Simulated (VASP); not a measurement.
# ReP in VASP: a series of runs, part 2 of 2

VASP 6.6.1. The steps go on from the part before.

## Step 4: Single point, PBEsol (18.55 Å³/atom)

This run uses another cell than the first one, of 18.55 Å³/atom.

The input, INCAR:

```
PREC = Accurate ; ENCUT = 520
EDIFF = 1E-7 ; ISMEAR = 0
SIGMA = 0.05 ; LREAL = False
LASPH = True ; NELM = 100
ALGO = Normal ; ISIF = 2
LWAVE = False ; LCHARG = True
GGA = PS ; LELF = True
LVHAR = True ; NBANDS = 13
```

The input, KPOINTS:

```
Automatic mesh
0
Gamma
  12 12 12
```

The input, POSCAR:

```
ReP
1.0
    0.0000000000      2.6470859634      2.6470859634
    2.6470859634      0.0000000000      2.6470859634
    2.6470859634      2.6470859634      0.0000000000
Re P
1 1
Direct
    0.0000000000      0.0000000000      0.0000000000
    0.2500000000      0.2500000000      0.2500000000
```

On the command line:

```
$ cat potpaw_PBE.64/Re/POTCAR potpaw_PBE.64/P/POTCAR > POTCAR
$ mpirun -np 1 vasp_std > vasp.out
```

It took 24 s on 1 thread of Intel Xeon Platinum 8488C (Sapphire Rapids), shared host; peak memory 0.18 GiB.

Results (log left out):

| Quantity | Value |
| --- | --- |
| Free energy | -18.2864 eV |
| Pressure | -2.3 GPa |
| Band gap on the k mesh | zero (bands 6 and 7 overlap by 0.40 eV) |

Levels at points of the mesh, in eV from the Fermi level:
| k point | band 4 | band 5 | band 6 | band 7 | band 8 | band 9 |
| --- | --- | --- | --- | --- | --- | --- |
| (0.00, 0.00, 0.00) | -4.40 | -0.77 | -0.77 | 3.77 | 6.45 | 6.45 |
| (0.50, 0.00, 0.00) | -3.92 | -0.23 | -0.23 | -0.07 | 3.66 | 3.66 |
| (0.50, 0.50, 0.00) | -2.54 | -1.83 | -0.19 | 0.43 | 1.21 | 1.21 |

Caveat: the PAW data sets were made with another functional, which shifts forces and pressure a little; spin-orbit coupling is left out, which moves the levels of the heavy elements.

## Step 5: Single point, PBEsol (18.91 Å³/atom)

This run uses another cell than the first one, of 18.91 Å³/atom.

The input, INCAR:

```
SYSTEM = ReP
ALGO = Normal
EDIFF = 1E-6
ENCUT = 520
GGA = PS
ISIF = 2
ISMEAR = 0
LASPH = .True.
LCHARG = .False.
LREAL = .False.
LWAVE = .False.
NBANDS = 13
NELM = 100
PREC = Accurate
SIGMA = 0.05
```

The input, KPOINTS:

```
k-points
0
Gamma
  12 12 12
  0 0 0
```

The input, POSCAR:

```
ReP
1.0
    0.0000000000      2.6642753150      2.6642753150
    2.6642753150      0.0000000000      2.6642753150
    2.6642753150      2.6642753150      0.0000000000
Re P
1 1
Direct
    0.0000000000      0.0000000000      0.0000000000
    0.2500000000      0.2500000000      0.2500000000
```

Potentials or basis: VASP PAW PBE potentials, release 64 (Re, P).

On the command line:

```
$ cat potpaw_PBE.64/Re/POTCAR potpaw_PBE.64/P/POTCAR > POTCAR
$ mpirun -np 1 vasp_std > vasp.out
```

OUTCAR:

```text
SYSTEM = ReP
   EDIFF = 1E-6
   ENCUT = 520
   GGA = PS
   ISIF = 2
   ISMEAR = 0
   LASPH = .True.
   LREAL = .False.
   NELM = 100
   PREC = Accurate

 ion  position               nearest neighbor table
   1  0.000  0.000  0.000-   2 2.31   2 2.31   2 2.31   2 2.31
   2  0.250  0.250  0.250-   1 2.31   1 2.31   1 2.31   1 2.31

  LATTYP: Found a face centered cubic cell.
 ALAT       =     5.3285506300

  Lattice vectors:

 A1 = (   0.0000000000,   2.6642753150,   2.6642753150)
[... 569 lines left out ...]

------------------------ aborting loop because EDIFF is reached ----------------------------------------

  FORCE on cell =-STRESS in cart. coord.  units (eV):
  Direction    XX          YY          ZZ          XY          YZ          ZX
  --------------------------------------------------------------------------------------
  -------------------------------------------------------------------------------------
  Total       -1.2963773     -1.2963773     -1.2963773      0.0000000      0.0000000     -0.0000000
  in kB      -54.9129406    -54.9129406    -54.9129406      0.0000000      0.0000000     -0.0000000
  external PRESSURE =     -54.9129406 kB  Pullay stress =       0.0000000 kB

 VOLUME and BASIS-vectors are now :
 -----------------------------------------------------------------------------
  energy-cutoff  :      520.00
  volume of cell :       37.82
      direct lattice vectors                 reciprocal lattice vectors
     0.000000000  2.664275315  2.664275315    -0.187668293  0.187668293  0.187668293
     2.664275315  0.000000000  2.664275315     0.187668293 -0.187668293  0.187668293
     2.664275315  2.664275315  0.000000000     0.187668293  0.187668293 -0.187668293

 POSITION                                       TOTAL-FORCE (eV/Angst)
 -----------------------------------------------------------------------------------
      0.00000      0.00000      0.00000         0.000000      0.000000      0.000000
      1.33214      1.33214      1.33214        -0.000000     -0.000000     -0.000000
 -----------------------------------------------------------------------------------
    total drift:                               -0.000000     -0.000000     -0.000000

  FREE ENERGIE OF THE ION-ELECTRON SYSTEM (eV)
  ---------------------------------------------------
  free  energy   TOTEN  =       -18.2687615580 eV

  energy  without entropy=      -18.2669192438  energy(sigma->0) =      -18.26784040
```

OSZICAR:

```text
N       E                     dE             d eps       ncg     rms          rms(c)
DAV:   1     0.244918777645E+02    0.24492E+02   -0.55339E+03  3077   0.931E+02
DAV:   2    -0.179528719326E+02   -0.42445E+02   -0.39852E+02  3163   0.192E+02
DAV:   3    -0.191853154154E+02   -0.12324E+01   -0.12263E+01  2638   0.373E+01
DAV:   4    -0.191927270700E+02   -0.74117E-02   -0.73978E-02  2807   0.216E+00
DAV:   5    -0.191929444223E+02   -0.21735E-03   -0.21734E-03  2680   0.391E-01    0.286E+01
DAV:   6    -0.183416883588E+02    0.85126E+00   -0.34434E+00  3158   0.374E+01    0.820E+00
DAV:   7    -0.182888635762E+02    0.52825E-01   -0.18944E-01  3108   0.812E+00    0.640E+00
DAV:   8    -0.182693407786E+02    0.19523E-01   -0.26147E-02  3083   0.128E+00    0.557E-01
DAV:   9    -0.182687723574E+02    0.56842E-03   -0.11987E-03  3094   0.544E-01    0.184E-01
DAV:  10    -0.182687627507E+02    0.96066E-05   -0.12958E-04  3083   0.170E-01    0.257E-02
DAV:  11    -0.182687612052E+02    0.15455E-05   -0.16002E-05  3017   0.407E-02    0.222E-02
DAV:  12    -0.182687615580E+02   -0.35281E-06   -0.11804E-06  1461   0.114E-02
   1 F= -.18268762E+02 E0= -.18267840E+02  d E =-.184231E-02
```

stdout:

```text
POSCAR found type information on POSCAR ReP
 POSCAR found :  2 types and       2 ions
 scaLAPACK will be used
 -----------------------------------------------------------------------------
|                                                                             |
|                                                                             |
|     You enforced a specific xc type in the INCAR file but a different       |
|     I HOPE YOU KNOW WHAT YOU ARE DOING!                                     |
|                                                                             |
 -----------------------------------------------------------------------------

 LDA part: xc-table for (Slater+PW92), standard interpolation
 POSCAR, INCAR and KPOINTS ok, starting setup
 FFT: planning ... GRIDC
 FFT: planning ... GRID_SOFT
 FFT: planning ... GRID
 WAVECAR not read
 entering main loop
```

Wall time 20 s (1 thread of Intel Xeon Platinum 8488C (Sapphire Rapids), shared host); peak memory 0.18 GiB.

What came out:

* Free energy: -18.2688 eV
* Pressure: -5.5 GPa
* Band gap on the k mesh: zero (bands 6 and 7 overlap by 0.40 eV)

Caveat: the cell stands under tension; the PAW data sets were made with another functional, which shifts forces and pressure a little; spin-orbit coupling is left out, which moves the levels of the heavy elements.

## Step 6: Single point, PBEsol

The input, INCAR:

```
SYSTEM = ReP
PREC = Accurate
ENCUT = 520
EDIFF = 1E-6
ISMEAR = 0
SIGMA = 0.05
LREAL = .FALSE.
LASPH = .TRUE.
NELM = 80
ALGO = Normal
ISIF = 2
LWAVE = .FALSE.
LCHARG = .FALSE.
GGA = PS
NBANDS = 13
```

The input, KPOINTS:

```
regular mesh
0
G
  12 12 12
  0 0 0
```

The input, POSCAR:

```
ReP
1.0
    0.0000000000      2.6165220679      2.6165220679
    2.6296704200     -0.0131483521      2.6296704200
    2.6296704200      2.6296704200     -0.0131483521
Re P
1 1
Direct
    0.0000000000      0.0000000000      0.0000000000
    0.2500000000      0.2500000000      0.2500000000
```

Potentials or basis: VASP PAW PBE potentials, release 64 (Re, P).

On the command line:

```
$ cat potpaw_PBE.64/Re/POTCAR potpaw_PBE.64/P/POTCAR > POTCAR
$ mpirun -np 1 vasp_std > vasp.out
```

Run time: 72 s. Hardware: 1 thread of Intel Xeon Platinum 8488C (Sapphire Rapids), shared host; peak memory 0.26 GiB.

It converged, with:

| Quantity | Value |
| --- | --- |
| Free energy | -18.2875 eV |
| Pressure | 1.2 GPa |
| Largest force | 0.246 eV/Å |
| Band gap on the k mesh | zero (bands 6 and 7 overlap by 0.43 eV) |

Forces in eV/Å, atoms in the order of the input:
```
Re  -0.246  0.000  0.000
P    0.246  0.000  0.000
```

Stress tensor (GPa, compression positive):
```
1.26 0.00 0.00
0.00 1.22 1.12
0.00 1.12 1.22
```

Levels at points of the mesh, in eV from the Fermi level:
```
           k point  band 2  band 3  band 4  band 5  band 6  band 7  band 8  band 9  band 10  band 11
(0.00, 0.00, 0.00)   -4.50   -4.49   -4.47   -0.80   -0.80    3.87    6.51    6.54     6.56     8.90
(0.50, 0.00, 0.00)   -5.25   -4.01   -3.98   -0.25   -0.22   -0.08    3.66    3.73     5.35    10.74
(0.00, 0.50, 0.00)   -5.29   -4.01   -3.98   -0.26   -0.24   -0.06    3.73    3.79     5.40    10.78
(0.50, 0.50, 0.00)   -6.15   -2.56   -2.56   -1.90   -0.18    0.44    1.23    1.23     8.79     9.16
(0.00, 0.50, 0.50)   -6.15   -2.57   -2.56   -1.90   -0.18    0.44    1.17    1.29     8.78     9.18
```

Caveat: the PAW data sets were made with another functional, which shifts forces and pressure a little; spin-orbit coupling is left out, which moves the levels of the heavy elements.

## Step 7: Overview

```csv
cell,gap on the mesh (eV),pressure (GPa)
"a = 3.721 Å, angles 60.0°, 2 atoms",none,0.9
"a = 3.719 Å, angles 60.0°, 2 atoms",none,1.2
"a = 3.744 Å, angles 60.0°, 2 atoms",none,-2.3
"a = 3.768 Å, angles 60.0°, 2 atoms",none,-5.5
"a = 3.700, b = 3.719, c = 3.719 Å, angles 60.3, 60.2, 60.2°, 2 atoms",none,1.2
```

Alike in all rows: task single point; level PBEsol; potentials or basis VASP PAW PBE potentials, release 64 (Re, P); no spin polarisation; k mesh 12 × 12 × 12; cutoff (eV) 520; smearing gaussian 0.05 eV.

Caveats: the PAW data sets were made with another functional, which shifts forces and pressure a little; spin-orbit coupling is left out, which moves the levels of the heavy elements; the cell stands under tension (at least some runs).

Absolute energies hang on the potentials; compare differences alone.
